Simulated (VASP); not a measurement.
Input of a VASP 6.6.1 run:

INCAR

```
  PREC = Accurate
  ENCUT = 600
  EDIFF = 1E-6
  ISMEAR = -1
  SIGMA = 0.1
  LREAL = False
  LASPH = True
  NELM = 60
  ALGO = Normal
  ISIF = 3
  LWAVE = False
  LCHARG = False
  GGA = PE
  IBRION = 2
  NSW = 60
  EDIFFG = -0.005
  PSTRESS = 3000.0
```

The input KPOINTS:

```
regular mesh
0
Gamma
  16 16 16
```

POSCAR

```
AlN
1.0
    2.1662852318      0.0000000000      0.0000000000
    0.0000000000      2.1662852318      0.0000000000
    0.0000000000      0.0000000000      2.1662852318
Al N
1 1
Direct
    0.0000000000      0.0000000000      0.0000000000
    0.5000000000      0.5000000000      0.5000000000
```

Potentials or basis: VASP PAW PBE potentials, release 64 (Al, N).

Launch:

```bash
$ cat potpaw_PBE.64/Al/POTCAR potpaw_PBE.64/N/POTCAR > POTCAR
$ mpirun -np 1 vasp_std > vasp.out
```

Task: Predict the relaxed cell.

Result: a = 2.187 Å, b = 2.187 Å, c = 2.187 Å, α = 90.00°, β = 90.00°, γ = 90.00°.

Task: Predict the relaxed volume.

Result: 5.23 Å³/atom.

Task: Predict the band gap on the k mesh.

Result: Zero (bands 4 and 5 overlap by 1.05 eV).

Final structure:
```xyz
2
Lattice="2.1875 0.0000 0.0000 0.0000 2.1875 0.0000 0.0000 0.0000 2.1875" Properties=species:S:1:pos:R:3 pbc="T T T"
Al    0.0000    0.0000    0.0000
N     1.0937    1.0937    1.0937
```

Caveat: the cell is relaxed towards a set pressure, so the run minimises the enthalpy, not the energy.
